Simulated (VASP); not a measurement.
# Y5F (I4/m) in VASP: notebook

Runs on Y5F. Level: PBE. Tasks: single point, relaxation of cell and atoms.

All numbers are computed with VASP 6.6.1; they aren't measurements. Logs are shortened: lines on timing, memory, paths and dates and some standing lists are left out, and cuts for length are marked.

### 1 The cell of the first run

The structure is tetragonal, space group I4/m (No. 87). Conventional cell: a = 8.020 Å, b = 8.020 Å, c = 5.070 Å, α = 90.00°, β = 90.00°, γ = 90.00°. Y (site symmetry 4/m) has 2 F at 2.54 Å within 3.3 Å. Within 3.3 Å of Y (site symmetry m) lie 1 F at 2.54 Å. F (site symmetry 4/m) has 6 Y at 2.54 Å within 3.3 Å.

### 2 Single point, PBE

INCAR

```
SYSTEM = Y5F
PREC = Accurate ; ENCUT = 520
EDIFF = 1E-7 ; ISMEAR = 0
SIGMA = 0.2 ; LREAL = .False.
LASPH = .True. ; NELM = 80
ALGO = Normal ; ISIF = 2
LWAVE = .False. ; LCHARG = .False.
GGA = PE ; NBANDS = 40
```

KPOINTS

```
regular mesh
0
Gamma
  4 4 4
  0 0 0
```

POSCAR

```
Y5F
1.0
   -4.0100000000      4.0100000000      2.5350000000
    4.0100000000     -4.0100000000      2.5350000000
    4.0100000000      4.0100000000     -2.5350000000
Y F
5 1
Direct
    0.0000000000      0.0000000000      0.0000000000
    0.6000000000      0.2000000000      0.8000000000
    0.2000000000      0.4000000000      0.6000000000
    0.4000000000      0.8000000000      0.2000000000
    0.8000000000      0.6000000000      0.4000000000
    0.5000000000      0.5000000000      0.0000000000
```

Potentials or basis: VASP PAW PBE potentials, release 64 (Y_sv, F).

The run is started by

```console
> cat potpaw_PBE.64/Y_sv/POTCAR potpaw_PBE.64/F/POTCAR > POTCAR
> mpirun -np 1 vasp_std > vasp.out
```

OUTCAR:

```text
SYSTEM = Y5F
   PREC = Accurate
   ENCUT = 520
   EDIFF = 1E-7
   ISMEAR = 0
   LREAL = .False.
   LASPH = .True.
   NELM = 80
   ISIF = 2
   GGA = PE

 ion  position               nearest neighbor table
   1  0.000  0.000  0.000-   6 2.54   6 2.54   3 3.59   5 3.59   5 3.59   2 3.59   3 3.59   4 3.59
                             2 3.59   4 3.59   3 3.59   5 3.59   4 3.59   2 3.59
   2  0.600  0.200  0.800-   6 2.54   5 3.59   1 3.59   3 3.59   4 3.59   1 3.59   5 3.59   3 3.59
                             4 3.59   3 3.59   4 3.59   5 3.59   1 3.59
   3  0.200  0.400  0.600-   6 2.54   5 3.59   5 3.59   4 3.59   1 3.59   1 3.59   2 3.59   4 3.59
                             2 3.59   2 3.59   1 3.59   4 3.59   5 3.59
   4  0.400  0.800  0.200-   6 2.54   3 3.59   1 3.59   5 3.59   2 3.59   1 3.59   3 3.59   5 3.59
                             2 3.59   5 3.59   2 3.59   3 3.59   1 3.59
   5  0.800  0.600  0.400-   6 2.54   3 3.59   3 3.59   1 3.59   2 3.59   1 3.59   4 3.59   2 3.59
                             4 3.59   4 3.59   1 3.59   2 3.59   3 3.59
   6  0.500  0.500  0.000-   1 2.54   1 2.54   5 2.54   3 2.54   2 2.54   4 2.54

  LATTYP: Found a body centered tetragonal cell.
 ALAT       =     8.0200000000
 C/A-ratio  =     0.6321695761

  Lattice vectors:

 A1 = (  -4.0100000000,   4.0100000000,   2.5350000000)
 A2 = (   4.0100000000,  -4.0100000000,   2.5350000000)
 A3 = (   4.0100000000,   4.0100000000,  -2.5350000000)

Analysis of symmetry for initial positions (statically):
=====================================================================
 Subroutine PRICEL returns:
 Original cell was already a primitive cell.

 Routine SETGRP: Setting up the symmetry group for a
 body centered tetragonal supercell.

 Subroutine GETGRP returns: Found  8 space group operations
 (whereof  8 operations were pure point group operations)
 out of a pool of 16 trial point group operations.

The static configuration has the point symmetry C_4h.

Analysis of symmetry for dynamics (positions and initial velocities):
=====================================================================
 Subroutine PRICEL returns:
 Original cell was already a primitive cell.

 Routine SETGRP: Setting up the symmetry group for a
 body centered tetragonal supercell.

 Subroutine GETGRP returns: Found  8 space group operations
 (whereof  8 operations were pure point group operations)
 out of a pool of 16 trial point group operations.

The dynamic configuration has the point symmetry C_4h.

 Subroutine INISYM returns: Found  8 space group operations
 (whereof  8 operations are pure point group operations),
 and found     1 'primitive' translations

----------------------------------------------------------------------------------------

                                     Primitive cell

  volume of cell :     163.0522

  direct lattice vectors                    reciprocal lattice vectors
    -4.010000000  4.010000000  2.535000000     0.000000000  0.124688279  0.197238659
     4.010000000 -4.010000000  2.535000000     0.124688279  0.000000000  0.197238659
     4.010000000  4.010000000 -2.535000000     0.124688279  0.124688279  0.000000000

  length of vectors
     6.211797244  6.211797244  6.211797244     0.233345785  0.233345785  0.176335856

  position of ions in fractional coordinates (direct lattice)
     0.000000000  0.000000000  0.000000000
     0.600000000  0.200000000  0.800000000
     0.200000000  0.400000000  0.600000000
     0.400000000  0.800000000  0.200000000
     0.800000000  0.600000000  0.400000000
     0.500000000  0.500000000  0.000000000

  ion indices of the primitive-cell ions
   primitive index   ion index
                 1           1
                 2           2
                 3           3
                 4           4
                 5           5
                 6           6

----------------------------------------------------------------------------------------

 KPOINTS: regular mesh

Automatic generation of k-mesh.
 Grid dimensions read from file:
 generate k-points for:    4    4    4

 Generating k-lattice:

  Cartesian coordinates                     Fractional coordinates (reciprocal lattice)
     0.000000000  0.031172070  0.049309665     0.250000000  0.000000000  0.000000000
     0.031172070  0.000000000  0.049309665     0.000000000  0.250000000  0.000000000
     0.031172070  0.031172070  0.000000000     0.000000000  0.000000000  0.250000000

  Length of vectors
     0.058336446  0.058336446  0.044083964

  Shift w.r.t. Gamma in fractional coordinates (k-lattice)
     0.000000000  0.000000000  0.000000000

 Subroutine IBZKPT returns following result:
 ===========================================

 Found     14 irreducible k-points:

 Following reciprocal coordinates:
            Coordinates               Weight
  0.000000  0.000000  0.000000      1.000000
  0.250000  0.000000  0.000000      8.000000
  0.500000  0.000000  0.000000      4.000000
  0.250000  0.250000  0.000000      8.000000
  0.500000  0.250000  0.000000      8.000000
 -0.250000  0.500000  0.000000      8.000000
 -0.250000  0.250000  0.000000      4.000000
  0.500000  0.500000  0.000000      2.000000
  0.250000  0.250000  0.250000      2.000000
 -0.250000  0.250000  0.250000      4.000000
  0.500000  0.500000  0.250000      4.000000
 -0.250000  0.500000  0.250000      8.000000
 -0.250000 -0.250000  0.250000      2.000000
  0.500000  0.500000  0.500000      1.000000
   k-points           NKPTS =     14   k-points in BZ     NKDIM =     14   number of bands    NBANDS=     40
   number of dos      NEDOS =    301   number of ions     NIONS =      6
   total plane-waves  NPLWV = 110592
   dimension x,y,z NGX =    48 NGY =   48 NGZ =   48
   dimension x,y,z NGXF=    96 NGYF=   96 NGZF=   96
   ions per type =               5   1
   NGX,Y,Z   is equivalent  to a cutoff of  12.85, 12.85, 12.85 a.u.
   NGXF,Y,Z  is equivalent  to a cutoff of  25.69, 25.69, 25.69 a.u.
 SYSTEM =  Y5F
   PREC   = accura    normal or accurate (medium, high low for compatibility)
   ISTART =      0    job   : 0-new  1-cont  2-samecut
   ICHARG =      2    charge: 1-file 2-atom 10-const
   ISPIN  =      1    spin polarized calculation?
   LNONCOLLINEAR =      F non collinear calculations
   LSORBIT =      F    spin-orbit coupling
   LASPH  =      T    aspherical Exc in radial PAW
   ENCUT  =  520.0 eV  38.22 Ry    6.18 a.u.  11.55 11.55 11.55*2*pi/ulx,y,z
   NELM   =     80;   NELMIN=  2; NELMDL= -5     # of ELM steps
   EDIFF  = 0.1E-06   stopping-criterion for ELM
   LREAL  =      F    real-space projection
   EDIFFG = 0.1E-05   stopping-criterion for IOM
   NSW    =      0    number of steps for IOM
   IBRION =     -1    ionic relax: 0-MD 1-quasi-New 2-CG
   NFREE  =      0    steps in history (QN), initial steepest desc. (CG)
   ISIF   =      2    stress and relaxation
   ISYM   =      2    0-nonsym 1-usesym 2-fastsym
   POTIM  = 0.5000    time-step for ionic-motion
   TEBEG  =    0.0;   TEEND  =   0.0 temperature during run
   PSTRESS=    0.0 pullay stress
   NELECT =      62.0000    total number of electrons
   NUPDOWN=      -1.0000    fix difference up-down
   EMIN   =  10.00;   EMAX   =-10.00  energy-range for DOS
   EFERMI =   0.00;   METHOD = LEGACY
   ISMEAR =     0;   SIGMA  =   0.20  broadening in eV -4-tet -1-fermi 0-gaus
   EFERMI_NEDOS =   21; number of points for ismear=-14 and -15
   IALGO  =     38    algorithm
   IMIX   =      4    mixing-type and parameters
     AMIX     =   0.40;   BMIX     =  1.00
     AMIX_MAG =   1.60;   BMIX_MAG =  1.00
  volume/ion in A,a.u.               =      27.18       183.39
  Fermi-wavevector in a.u.,A,eV,Ry     =   1.186032  2.241276 19.138941  1.406672
  Thomas-Fermi vector in A             =   2.322213
   LORBIT       =      0    0 simple, 1 ext, 2 COOP (PROOUT), +10 PAW based schemes
   GGA     = PE    functional components
   LHFCALC =     F    Hartree Fock is set to
   AEXX    =    0.0000 exact exchange contribution
   IVDW    =     0    specifies the selected vdW correction
   LEPSILON=     F    determine dielectric tensor
   LRPA    =     F    only Hartree local field effects (RPA)
 non-spin polarized calculation
 Gauss-broadening in eV      SIGMA  =   0.20
  energy-cutoff  :      520.00
  volume of cell :      163.05
 maximum number of plane-waves:      4421
 NGX is ok and might be reduce to    48
   NGX = 23   NGY = 23   NGZ = 23

 number of electron      62.0000009 magnetization

 Free energy of the ion-electron system (eV)
  ---------------------------------------------------
  ext. energy  EPLUGINS =         0.00000000
  ---------------------------------------------------
  free energy    TOTEN  =       -38.62665642 eV

  energy without entropy =      -38.47798220  energy(sigma->0) =      -38.55231931

 E-fermi :   3.5411     XC(G=0):  -9.7031

 val. band max:        3.5400255782   @ k =   0.5000   0.0000   0.0000
 cond. band min:       3.5866480792   @ k =   0.5000   0.2500   0.0000
 fundamental gap:      0.0466225010
 Fermi energy:         3.5410661522

 k-point     1 :       0.0000    0.0000    0.0000
  band No.  band energies     occupation
      1     -39.2727      2.00000
      2     -39.1887      2.00000
      3     -39.1412      2.00000
      4     -39.1412      2.00000
      5     -39.1403      2.00000
      6     -23.1275      2.00000
[... 32 lines left out ...]
     39       5.1821      0.00000
     40       5.4371      0.00000

 k-point     2 :       0.2500    0.0000    0.0000
  band No.  band energies     occupation
      1     -39.2635      2.00000
      2     -39.1850      2.00000
      3     -39.1491      2.00000
      4     -39.1455      2.00000
      5     -39.1405      2.00000
      6     -23.1881      2.00000
[... 32 lines left out ...]
     39       5.5358      0.00000
     40       5.7894      0.00000

 k-point     3 :       0.5000    0.0000    0.0000
  band No.  band energies     occupation
      1     -39.2551      2.00000
      2     -39.1707      2.00000
      3     -39.1617      2.00000
      4     -39.1512      2.00000
      5     -39.1444      2.00000
      6     -23.2458      2.00000
[... 32 lines left out ...]
     39       5.7945      0.00000
     40       5.9273      0.00000

 k-point     4 :       0.2500    0.2500    0.0000
  band No.  band energies     occupation
      1     -39.2551      2.00000
      2     -39.1710      2.00000
      3     -39.1590      2.00000
      4     -39.1550      2.00000
      5     -39.1431      2.00000
      6     -23.2457      2.00000
[... 32 lines left out ...]
     39       5.6084      0.00000
     40       5.9055      0.00000
[... 342 lines left out ...]
     39       5.7990      0.00000
     40       5.9722      0.00000

 k-point    13 :      -0.2500   -0.2500    0.2500
  band No.  band energies     occupation
      1     -39.2553      2.00000
      2     -39.1735      2.00000
      3     -39.1518      2.00000
      4     -39.1518      2.00000
      5     -39.1507      2.00000
      6     -23.2464      2.00000
[... 32 lines left out ...]
     39       5.7463      0.00000
     40       6.0191      0.00000

 k-point    14 :       0.5000    0.5000    0.5000
  band No.  band energies     occupation
      1     -39.2565      2.00000
      2     -39.1626      2.00000
      3     -39.1626      2.00000
      4     -39.1614      2.00000
      5     -39.1416      2.00000
      6     -23.1298      2.00000
[... 32 lines left out ...]
     39       5.9202      0.00000
     40       6.6927      0.00000

------------------------ aborting loop because EDIFF is reached ----------------------------------------

  FORCE on cell =-STRESS in cart. coord.  units (eV):
  Direction    XX          YY          ZZ          XY          YZ          ZX
  --------------------------------------------------------------------------------------
  -------------------------------------------------------------------------------------
  Total        0.4553986      0.4553986      0.1683293      0.0000002      0.0000000      0.0000000
  in kB        4.4748204      4.4748204      1.6540309      0.0000015      0.0000000      0.0000000
  external PRESSURE =       3.5345573 kB  Pullay stress =       0.0000000 kB

 VOLUME and BASIS-vectors are now :
 -----------------------------------------------------------------------------
  energy-cutoff  :      520.00
  volume of cell :      163.05
      direct lattice vectors                 reciprocal lattice vectors
    -4.010000000  4.010000000  2.535000000     0.000000000  0.124688279  0.197238659
     4.010000000 -4.010000000  2.535000000     0.124688279  0.000000000  0.197238659
     4.010000000  4.010000000 -2.535000000     0.124688279  0.124688279  0.000000000

 POSITION                                       TOTAL-FORCE (eV/Angst)
 -----------------------------------------------------------------------------------
      0.00000      0.00000      0.00000        -0.000000     -0.000000     -0.000000
      1.60400      4.81200      0.00000        -0.054602     -0.013883     -0.000000
      3.20800      1.60400      0.00000         0.013883     -0.054602     -0.000000
      2.40600     -0.80200      2.53500         0.054602      0.013883      0.000000
      0.80200      2.40600      2.53500        -0.013883      0.054602      0.000000
      0.00000      0.00000      2.53500        -0.000000     -0.000000     -0.000000
 -----------------------------------------------------------------------------------
    total drift:                               -0.000000      0.000000      0.000000

  FREE ENERGIE OF THE ION-ELECTRON SYSTEM (eV)
  ---------------------------------------------------
  free  energy   TOTEN  =       -38.6266564232 eV

  energy  without entropy=      -38.4779821990  energy(sigma->0) =      -38.55231931
```

Wall time 1.8 min (1 thread of Intel Xeon Platinum 8375C at 2.90GHz (Ice Lake), shared host); peak memory 0.36 GiB.

Results:

| Item | Value |
| --- | --- |
| Free energy | -38.6267 eV |
| Pressure | 0.4 GPa |
| Largest force | 0.056 eV/Å |
| Band gap on the k mesh | zero (band 31 reaches 3.73 eV, above the bottom of band 32 at 3.39 eV) |

Forces on the atoms (eV/Å):
```
Y    0.000  0.000  0.000
Y   -0.055 -0.014  0.000
Y    0.014 -0.055  0.000
Y    0.055  0.014  0.000
Y   -0.014  0.055  0.000
F    0.000  0.000  0.000
```

Levels at points of the mesh, in eV from the Fermi level:
```csv
k point,band 27,band 28,band 29,band 30,band 31,band 32,band 33,band 34,band 35,band 36
"(0.00, 0.00, 0.00)",-0.81,-0.81,-0.25,-0.25,-0.05,0.14,0.22,0.35,0.73,0.73
"(0.50, 0.00, 0.00)",-1.61,-0.76,-0.60,0.00,0.07,0.23,0.38,0.40,0.74,1.08
"(0.50, 0.50, 0.00)",-1.42,-1.04,-0.59,-0.51,-0.07,0.26,0.54,0.60,1.02,1.05
"(0.50, 0.50, 0.50)",-2.01,-1.86,-1.03,-0.35,-0.35,-0.12,-0.12,0.06,1.12,1.68
```

Caveat: the k points lie up to 0.37 Å⁻¹ apart.

### 3 Relaxation of cell and atoms, PBE

INCAR

```
SYSTEM = Y5F
  PREC = Accurate
  ENCUT = 600
  EDIFF = 1E-6
  ISMEAR = 0
  SIGMA = 0.2
  LREAL = .FALSE.
  LASPH = .TRUE.
  NELM = 100
  ALGO = Normal
  ISIF = 3
  LWAVE = .FALSE.
  LCHARG = .FALSE.
  GGA = PE
  IBRION = 2
  NSW = 36
  EDIFFG = -0.08
```

KPOINTS

```
Automatic mesh
0
G
  4 4 4
  0 0 0
```

POSCAR is that of step 2.

Potentials or basis: VASP PAW PBE potentials, release 64 (Y_sv, F).

The run is started by

```console
> cat potpaw_PBE.64/Y_sv/POTCAR potpaw_PBE.64/F/POTCAR > POTCAR
> mpirun -np 1 vasp_std > vasp.out
```

Wall time 1.9 min (1 thread of Intel Xeon Platinum 8375C at 2.90GHz (Ice Lake), shared host); peak memory 0.4 GiB.

The run converged. Its results:

* Free energy: -38.6288 eV
* Pressure after relaxing: 0.3 GPa
* Largest force after relaxing: 0.056 eV/Å
* Band gap on the k mesh: zero (band 31 reaches 3.73 eV, above the bottom of band 32 at 3.38 eV)

Forces in eV/Å, atoms in the order of the input:
```
Y    0.000  0.000  0.000
Y   -0.054 -0.014  0.000
Y    0.014 -0.054  0.000
Y    0.054  0.014  0.000
Y   -0.014  0.054  0.000
F    0.000  0.000  0.000
```

Stress tensor (GPa, compression positive):
```
0.43 0.00 0.00
0.00 0.43 0.00
0.00 0.00 0.15
```

Final structure:
```
Y F
1.0
    -4.01000    4.01000    2.53500
     4.01000   -4.01000    2.53500
     4.01000    4.01000   -2.53500
Y F
5 1
Direct
  0.00000 0.00000 0.00000
  0.60000 0.20000 0.80000
  0.20000 0.40000 0.60000
  0.40000 0.80000 0.20000
  0.80000 0.60000 0.40000
  0.50000 0.50000 0.00000
```

Levels at points of the mesh, in eV from the Fermi level:
| k point | band 28 | band 29 | band 30 | band 31 | band 32 | band 33 | band 34 | band 35 |
| --- | --- | --- | --- | --- | --- | --- | --- | --- |
| (0.00, 0.00, 0.00) | -0.81 | -0.25 | -0.25 | -0.05 | 0.14 | 0.22 | 0.35 | 0.73 |
| (0.50, 0.00, 0.00) | -0.76 | -0.60 | 0.00 | 0.07 | 0.23 | 0.38 | 0.40 | 0.74 |
| (0.50, 0.50, 0.00) | -1.04 | -0.59 | -0.51 | -0.07 | 0.26 | 0.54 | 0.60 | 1.02 |
| (0.50, 0.50, 0.50) | -1.86 | -1.03 | -0.35 | -0.35 | -0.12 | -0.12 | 0.06 | 1.12 |

Caveat: the k points lie up to 0.37 Å⁻¹ apart in the final cell; the relaxation stopped at its first step, so nothing moved; the relaxation stopped at a loose force limit of 0.08 eV/Å, so its end isn't a converged minimum.

[end of part 1 of 2]
